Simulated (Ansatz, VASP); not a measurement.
**One calculation of KZn, two programs**

```
CELL_PARAMETERS angstrom
0.00000 4.35634 4.35634
4.35634 0.00000 4.35634
4.35634 4.35634 0.00000
ATOMIC_POSITIONS crystal
K 0.12500 0.12500 0.12500
K 0.87500 0.87500 0.87500
Zn 0.37500 0.37500 0.37500
Zn 0.62500 0.62500 0.62500
```

Alike in both runs: task relaxation of cell and atoms; functional PBEsol; k mesh 7 × 7 × 7; occupations fermi-dirac, width 0.05 eV; no spin polarisation.

|  | VASP | Ansatz |
| --- | --- | --- |
| version | VASP 6.6.1 | Ansatz 0.2.0 |
| potentials or method | VASP PAW PBE potentials, release 64 (K_sv, Zn) | PAW with Ansatz's default frozen-core files, scalar-relativistic |
| plane-wave cutoff (eV) | 600 | 420 |
| valence electrons in the cell | 42 | 42 |

VASP gave:

```
relaxed volume (Å³/atom)                                     : 29.65
relaxed cell length with the largest relative difference (Å) : 5.515
```

Question: Estimate Ansatz's values.

Answer: Relaxed volume (Å³/atom): 29.41; relaxed cell length with the largest relative difference (Å): 5.500.

VASP's potentials were made for PBE, not for PBEsol.

Noted on VASP's run: the volume moved by over 15 % at a fixed basis, so the end points are rough.
